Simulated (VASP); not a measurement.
Set up this calculation in VASP 6.6.1, as the native input.

```yaml
Task: single point
Functional: PBE
Potentials_or_basis: VASP PAW PBE potentials, release 64 (Hf_pv, Si, O)
Cutoff: 600 eV
k_mesh: 6 × 6 × 6
Occupations: gaussian, width 0.1 eV
Spin: no spin polarisation
Dipole_correction: no
Further_INCAR_settings: ALGO = Normal; EDIFF = 1e-06; NBANDS = 28
```

The structure of HfSiO4 lies in POSCAR:

```
HfSiO4
1.0
   -2.3103517269      3.0463052081      2.3103721014
    2.3103517269     -3.0463052081      2.3103721014
    2.3103517269      3.0463052081     -2.3103721014
Hf Si O
1 1 4
Direct
    0.0000000000      0.0000000000      0.0000000000
    0.5000000000      0.0000000000      0.5000000000
    0.4339282885      0.0000159926      0.8559700584
    0.1440459342      0.5779582301      0.1440299416
    0.5660717115      0.4220417699      0.5660877041
    0.8559540658      0.9999840074      0.4339122959
```

One way to write it, as run:

INCAR

```
SYSTEM = HfSiO4
ALGO = Normal
EDIFF = 1E-6
ENCUT = 600
GGA = PE
GGA_COMPAT = .False.
ISIF = 2
ISMEAR = 0
LASPH = .True.
LCHARG = .True.
LELF = .True.
LREAL = .False.
LVHAR = .True.
LWAVE = .False.
NBANDS = 28
NELM = 120
PREC = Accurate
SIGMA = 0.1
```

KPOINTS

```
k-points
0
Gamma
  6 6 6
  0 0 0
```

Potentials or basis: VASP PAW PBE potentials, release 64 (Hf_pv, Si, O).

Launch:

```console
$ cat potpaw_PBE.64/Hf_pv/POTCAR potpaw_PBE.64/Si/POTCAR potpaw_PBE.64/O/POTCAR > POTCAR
$ mpirun -np 1 vasp_std > vasp.out
```

It gave:

* Pressure: -1.5 GPa
* Largest force: 0.164 eV/Å
* Band gap on the k mesh: 3.47 eV

Caveat: spin-orbit coupling is left out, which moves the levels of the heavy elements.

Wall time 2.5 min on 1 thread of Oxide Virtual Turin-like Processor, on a shared host, peak memory 0.26 GiB.
